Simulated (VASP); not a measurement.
Here is a VASP 6.6.1 calculation.

The input POSCAR:

```
AgCl
1.0
    0.0000000000      2.7454185000      2.7731500000
    2.7731500000      0.0000000000      2.7731500000
    2.7731500000      2.7454185000      0.0000000000
Ag Cl
1 1
Direct
    0.5000000000      0.5000000000      0.5000000000
    0.0000000000      0.0000000000      0.0000000000
```

Contents of INCAR.step1:

```
PREC = Accurate ; ENCUT = 520
ISMEAR = 0 ; SIGMA = 0.05
LREAL = F ; LASPH = T
NELM = 80 ; NBANDS = 16
GGA = PE ; ALGO = Normal
EDIFF = 1E-4 ; LWAVE = T
LCHARG = F
```

The input INCAR.step2:

```
PREC = Accurate ; ENCUT = 520
EDIFF = 1E-6 ; ISMEAR = 0
SIGMA = 0.05 ; LREAL = F
LASPH = T ; NELM = 80
ALGO = Normal ; ISIF = 2
LWAVE = F ; LCHARG = F
METAGGA = R2SCAN ; LMIXTAU = T
NBANDS = 16 ; ISTART = 1
```

KPOINTS

```
Automatic mesh
0
Gamma
  8 8 8
```

Potentials or basis: VASP PAW PBE potentials, release 64 (Ag, Cl).

The run is started by

```console
$ cat potpaw_PBE.64/Ag/POTCAR potpaw_PBE.64/Cl/POTCAR > POTCAR
$ cp INCAR.step1 INCAR
$ mpirun -np 1 vasp_std > vasp.out
$ cp INCAR.step2 INCAR
$ mpirun -np 1 vasp_std > vasp.out
```

(1) Predict the pressure.

(2) Estimate the band gap on the k mesh.

Results:

(1) 0.4 GPa.

(2) 1.39 eV (least direct gap 3.73 eV).

Caveat: the cell differs from its parent crystal (strain -0.0100 x Voigt [0, 1, 0, 0, 0, 0]); the PAW data sets were made with another functional, which shifts forces and pressure a little.
